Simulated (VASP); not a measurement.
Here is a VASP 6.6.1 calculation.

Contents of INCAR:

```
SYSTEM = HC16
PREC = Accurate
ENCUT = 520
EDIFF = 1E-6
ISMEAR = 0
SIGMA = 0.05
LREAL = Auto
LASPH = .True.
NELM = 60
ALGO = Normal
ISIF = 2
LWAVE = .False.
LCHARG = .True.
GGA = PE
LELF = .True.
LVHAR = .True.
NBANDS = 46
NELECT = 64.0
```

KPOINTS

```
regular mesh
0
Gamma
  3 3 3
  0 0 0
```

Contents of POSCAR:

```
HC16
1.0
    0.0000000000      3.5700000000      3.5700000000
    3.5700000000      0.0000000000      3.5700000000
    3.5700000000      3.5700000000      0.0000000000
C H
16 1
Direct
   -0.0060394769     -0.0032683946      0.0005622273
    0.1119508256      0.1245859209      0.1301765816
   -0.0073881434     -0.0015141039      0.5018384806
    0.1156532196      0.1253816526      0.6258636580
   -0.0112439110      0.4985099801      0.0065784536
    0.1148219713      0.6229070996      0.1292609815
   -0.0105228291      0.4985508147      0.5031590733
    0.1103559860      0.6228397953      0.6318631894
    0.4775741863     -0.0079098461      0.0339001332
    0.6205767449      0.1245531209      0.1218209274
    0.4898947761     -0.0001810002      0.4914858373
    0.6265836363      0.1350701948      0.5984784910
    0.4883180228      0.4971547737      0.0047195506
    0.6143628360      0.6125162430      0.1413073339
    0.4838140056      0.4983503904      0.5108361848
    0.6159189463      0.6218276710      0.6279127869
    0.5562875037      0.9085683879      0.8167347095
```

Potentials or basis: VASP PAW PBE potentials, release 64 (C, H).

Run with:

```console
$ cat potpaw_PBE.64/C/POTCAR potpaw_PBE.64/H/POTCAR > POTCAR
$ mpirun -np 1 vasp_std > vasp.out
```

Q: Predict the largest force.

A: 0.034 eV/Å.

Forces in eV/Å, atoms in the order of the input:
```
C   -0.021 -0.007  0.006
C   -0.001 -0.006  0.001
C   -0.004  0.008 -0.005
C    0.009 -0.008 -0.007
C   -0.008 -0.004  0.000
C    0.000 -0.002 -0.004
C    0.006  0.010 -0.001
C   -0.001  0.002  0.007
C    0.011  0.013  0.019
C    0.005 -0.004 -0.007
C    0.009  0.032 -0.005
C    0.002 -0.005  0.009
C   -0.010 -0.005  0.008
C   -0.014 -0.005  0.001
C    0.029 -0.011  0.006
C   -0.005  0.002 -0.007
H   -0.009 -0.007 -0.020
```

Caveat: the k points lie up to 0.51 Å⁻¹ apart; the cell carries a net charge on a neutralising background, which shifts energy and pressure.
